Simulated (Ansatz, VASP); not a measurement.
# Two plane-wave programs on GdN

```
CELL_PARAMETERS angstrom
0.00000 2.46721 2.46721
2.46721 0.00000 2.46721
2.46721 2.46721 0.00000
ATOMIC_POSITIONS crystal
Gd 0.00000 0.00000 0.00000
N 0.50000 0.50000 0.50000
```

Alike in both runs: task single point; functional PBE; k mesh 10 × 10 × 10; occupations gaussian, width 0.05 eV; collinear spin; Hubbard terms Gd f U = 6.0 eV.

|  | VASP | Ansatz |
| --- | --- | --- |
| version | VASP 6.6.1 | Ansatz 0.2.0 |
| potentials or method | VASP PAW PBE potentials, release 64 (Gd, N), cutoff 520 eV | scalar-relativistic, plane waves, PAW |
| valence electrons in the cell | 23 | 23 |

Ansatz gave:

| Item | Value |
| --- | --- |
| gap on the k mesh at the Fermi level (eV) | none |
| pressure (GPa) | 6.6 |
| net moment per atom (μB) | 3.50 |
| size of the moment on the site where the two differ most (μB) | 6.92 |

Question: What did VASP give for the same quantities?

Answer: gap on the k mesh at the Fermi level (eV): none; pressure (GPa): 7.0; net moment per atom (μB): 3.50; size of the moment on the site where the two differ most (μB): 6.87.

Site moments also hang on the region over which each program counts them. The programs project onto different local orbitals, so the same U acts differently, and such runs can settle in different states. A gap of «none» marks a metal or a gap that the smearing closes. Ansatz's warnings: filled band counts differ across k points.

Neither program's run includes spin-orbit coupling.
